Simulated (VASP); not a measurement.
Input of a VASP 6.6.1 run:

The input INCAR:

```
SYSTEM = Si3WC2
PREC = Accurate
ENCUT = 600
EDIFF = 1E-6
ISMEAR = 0
SIGMA = 0.1
LREAL = .FALSE.
LASPH = .TRUE.
NELM = 60
ALGO = Normal
ISIF = 3
LWAVE = .FALSE.
LCHARG = .FALSE.
GGA = PE
IBRION = 2
NSW = 100
EDIFFG = -0.01
```

Contents of KPOINTS:

```
regular mesh
0
G
  12 12 14
  0 0 0
```

POSCAR

```
Si3WC2
1.0
    5.2973867479      0.0000000000      0.0000000000
   -2.6486933739      4.5876714973      0.0000000000
    0.0000000000      0.0000000000      2.7016894679
Si W C
3 1 2
Direct
    0.0000000000      0.5000000000      0.5000000000
    0.5000000000      0.0000000000      0.5000000000
    0.5000000000      0.5000000000      0.5000000000
    0.0000000000      0.0000000000      0.0000000000
    0.6666666667      0.3333333333      0.0000000000
    0.3333333333      0.6666666667      0.0000000000
```

Potentials or basis: VASP PAW PBE potentials, release 64 (Si, W_sv, C).

Command:

```bash
$ cat potpaw_PBE.64/Si/POTCAR potpaw_PBE.64/W_sv/POTCAR potpaw_PBE.64/C/POTCAR > POTCAR
$ mpirun -np 1 vasp_std > vasp.out
```

Q: Predict the band gap on the k mesh.

A: Zero (bands 17 and 18 overlap by 2.16 eV).

Q: Predict the space group after relaxing (to 0.1 Å).

A: P6/mmm (No. 191).

Q: What does it give for the relaxed cell?

A: a = 5.319 Å, b = 5.319 Å, c = 2.692 Å, α = 90.00°, β = 90.00°, γ = 120.00°.

Final structure:
```
Si W C
1.0
     5.31860    0.00000    0.00000
    -2.65930    4.60604    0.00000
     0.00000    0.00000    2.69186
Si W C
3 1 2
Cartesian
  -1.3296 2.3030 1.3459
  2.6593 0.0000 1.3459
  1.3297 2.3030 1.3459
  0.0000 0.0000 0.0000
  2.6593 1.5353 0.0000
  0.0000 3.0707 0.0000
```

Caveat: spin-orbit coupling is left out, which moves the levels of the heavy elements.
